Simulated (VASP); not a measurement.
Set up this calculation in VASP 6.6.1, as the native input.

```
Task                   : single point
Functional             : LDA
Potentials or basis    : VASP PAW LDA potentials, release 64 (In_d, Sb)
Cutoff                 : 520 eV
k mesh                 : 16 × 16 × 8
Occupations            : gaussian, width 0.15 eV
Spin                   : no spin polarisation
Dipole correction      : no
Further INCAR settings : ALGO = Normal; EDIFF = 1e-06; NBANDS = 16
```

The structure of InSb lies in POSCAR:

```
InSb
1.0
    2.8676300733      0.0000000000      0.0000000000
    0.0000000000      2.8676300733      0.0000000000
    0.0000000000      0.0000000000      6.1077652931
In Sb
1 1
Direct
    0.0000000000      0.0000000000      0.0000000000
    0.0000000000      0.0000000000      0.5000000000
```

One way to write it, as run:

INCAR

```
ALGO     = Normal         # electronic algorithm
EDIFF    = 1E-6           # SCF threshold, eV
ENCUT    = 520            # plane-wave cutoff, eV
ISIF     = 2              # what is computed and relaxed
ISMEAR   = 0              # smearing method
LASPH    = True           # aspherical terms in the spheres
LCHARG   = True           # write CHGCAR
LELF     = True           # ELF
LREAL    = False          # projectors in reciprocal space
LVHAR    = True         
LWAVE    = False          # write WAVECAR
NBANDS   = 16             # bands
NELM     = 60             # most SCF steps
PREC     = Accurate       # precision mode
SIGMA    = 0.15           # smearing width, eV
```

KPOINTS

```
k-points
0
Gamma
  16 16 8
```

Potentials or basis: VASP PAW LDA potentials, release 64 (In_d, Sb).

The run is started by

```bash
$ cat potpaw_LDA.64/In_d/POTCAR potpaw_LDA.64/Sb/POTCAR > POTCAR
$ mpirun -np 1 vasp_std > vasp.out
```

It gave:

```
Pressure               : 6.5 GPa
Band gap on the k mesh : zero (bands 9 and 10 overlap by 6.86 eV)
```

Caveat: the cell stands under pressure; spin-orbit coupling is left out, which moves the levels of the heavy elements.

Run time: 73 s on 1 thread of Intel(R) Xeon(R) Platinum 8375C CPU @ 2.90GHz (Ice Lake), with other jobs on the host, peak memory 0.3 GiB.
